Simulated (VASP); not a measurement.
A run of VASP 6.6.1 is set up as follows.

INCAR

```
ALGO = Normal
EDIFF = 1E-7
ENCUT = 520
GGA = PE
ISIF = 2
ISMEAR = -1
LASPH = True
LCHARG = True
LDAU = True
LDAUJ = 0 0
LDAUL = -1 2
LDAUPRINT = 1
LDAUTYPE = 2
LDAUU = 0 5
LELF = True
LMAXMIX = 4
LREAL = False
LVHAR = True
LWAVE = False
NBANDS = 26
NELM = 150
PREC = Accurate
SIGMA = 0.05
```

KPOINTS

```
k-points
0
Gamma
  9 9 9
```

Contents of POSCAR:

```
Pd3I
1.0
   -2.1469490000      2.1469490000      3.8759100000
    2.1469490000     -2.1469490000      3.8759100000
    2.1469490000      2.1469490000     -3.8759100000
I Pd
1 3
Direct
    0.0000000000      0.0000000000      0.0000000000
    0.5000000000      0.5000000000      0.0000000000
    0.2500000000      0.7500000000      0.5000000000
    0.7500000000      0.2500000000      0.5000000000
```

Potentials or basis: VASP PAW PBE potentials, release 64 (I, Pd).

The run is started by

```console
$ cat potpaw_PBE.64/I/POTCAR potpaw_PBE.64/Pd/POTCAR > POTCAR
$ mpirun -np 1 vasp_std > vasp.out
```

(1) Predict the pressure.

(2) What does it give for the band gap on the k mesh?

Results:

(1) -6.6 GPa.

(2) zero (an odd number of electrons rules out a gap without spin polarisation).

Caveat: the cell stands under tension; spin-orbit coupling is left out, which moves the levels of the heavy elements; an odd number of electrons without spin polarisation forces a metal; a magnetic or distorted state may lie lower; U without spin polarisation on a metal has little footing.
